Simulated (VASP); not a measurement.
Set up this calculation in VASP 6.6.1, as the native input.

```yaml
Task: relaxation of cell and atoms
Functional: LDA
Potentials_or_basis: VASP PAW LDA potentials, release 64 (Cu, I)
Cutoff: 600 eV
k_mesh: 13 × 13 × 13
Occupations: fermi-dirac, width 0.08 eV
Spin: no spin polarisation
Dipole_correction: no
Further_INCAR_settings: ALGO = Normal; EDIFF = 1e-07; IBRION = 2; EDIFFG = -0.005; NSW = 60; ISIF = 3
```

The structure of CuI (rocksalt type) lies in POSCAR:

```
CuI
1.0
    0.0000000000      2.6142771442      2.6142771442
    2.6142771442      0.0000000000      2.6142771442
    2.6142771442      2.6142771442      0.0000000000
Cu I
1 1
Direct
    0.0000000000      0.0000000000      0.0000000000
    0.5000000000      0.5000000000      0.5000000000
```

The input as run:

INCAR

```
  PREC = Accurate
  ENCUT = 600
  EDIFF = 1E-7
  ISMEAR = -1
  SIGMA = 0.08
  LREAL = False
  LASPH = True
  NELM = 60
  ALGO = Normal
  ISIF = 3
  LWAVE = False
  LCHARG = False
  IBRION = 2
  NSW = 60
  EDIFFG = -0.005
```

KPOINTS

```
regular mesh
0
Gamma
  13 13 13
```

Potentials or basis: VASP PAW LDA potentials, release 64 (Cu, I).

Command:

```console
$ cat potpaw_LDA.64/Cu/POTCAR potpaw_LDA.64/I/POTCAR > POTCAR
$ mpirun -np 1 vasp_std > vasp.out
```

It gave:

The relaxed volume is 21.07 Å³/atom, the relaxed cell is a = 3.906 Å, b = 3.906 Å, c = 3.906 Å, α = 60.00°, β = 60.00°, γ = 60.00° and the space group after relaxing (to 0.1 Å) is Fm-3m (No. 225). The energy gained by relaxing is 144.6 meV/atom and the ionic steps are 3. The pressure after relaxing is 0.0 GPa and the band gap on the k mesh is zero (bands 9 and 10 overlap by 0.63 eV).

Caveat: the volume moved by over 15 % at a fixed basis, so the end points are rough; spin-orbit coupling is left out, which moves the levels of the heavy elements.

Run time: 6 min on 1 thread of AMD EPYC 7R13, on a shared host, peak memory 0.17 GiB.
